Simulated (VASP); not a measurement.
**KI: single point with PBEsol**

Crystal: KI.

```
K I
1.0
     0.00000    3.51276    3.51276
     3.51276    0.00000    3.51276
     3.51276    3.51276    0.00000
K I
1 1
Direct
  0.00000 0.00000 0.00000
  0.50000 0.50000 0.50000
```

This cell differs from its parent crystal: volume scaled by 0.99.

| Quantity | Value |
| --- | --- |
| Program | VASP 6.6.1 |
| Task | single point |
| Functional | PBEsol |
| Potentials or basis | VASP PAW PBE potentials, release 64 (K_sv, I) |
| Cutoff | 520 eV |
| k mesh | 8 × 8 × 8 |
| Occupations | fermi-dirac, width 0.01 eV |
| Spin | no spin polarisation |
| Dipole correction | no |
| Further INCAR settings | ALGO = Normal; EDIFF = 1e-06; NBANDS = 15 |

* Pressure: -0.1 GPa
* Band gap on the k mesh: 3.85 eV, direct

Levels at points of the mesh, in eV from the valence-band top:
| k point | band 4 | band 5 | band 6 | band 7 | band 8 | band 9 | band 10 | band 11 | band 12 | band 13 |
| --- | --- | --- | --- | --- | --- | --- | --- | --- | --- | --- |
| (0.00, 0.00, 0.00) | -11.85 | -10.56 | 0.00 | 0.00 | 0.00 | 3.85 | 6.42 | 6.42 | 6.42 | 7.17 |
| (0.50, 0.00, 0.00) | -11.85 | -10.25 | -1.39 | -0.36 | -0.36 | 5.40 | 7.66 | 8.10 | 8.10 | 8.69 |
| (0.50, 0.50, 0.00) | -11.87 | -10.41 | -1.05 | -0.38 | -0.38 | 4.80 | 5.71 | 8.09 | 8.73 | 8.73 |

Wall time 34 s on 1 thread of Intel(R) Xeon(R) Platinum 8259CL CPU @ 2.50GHz (Skylake/Cascade Lake), with other jobs on the host, peak memory 0.24 GiB.

Caveat: the PAW data sets were made with another functional, which shifts forces and pressure a little; spin-orbit coupling is left out, which moves the levels of the heavy elements. A k mesh can miss the band edges.
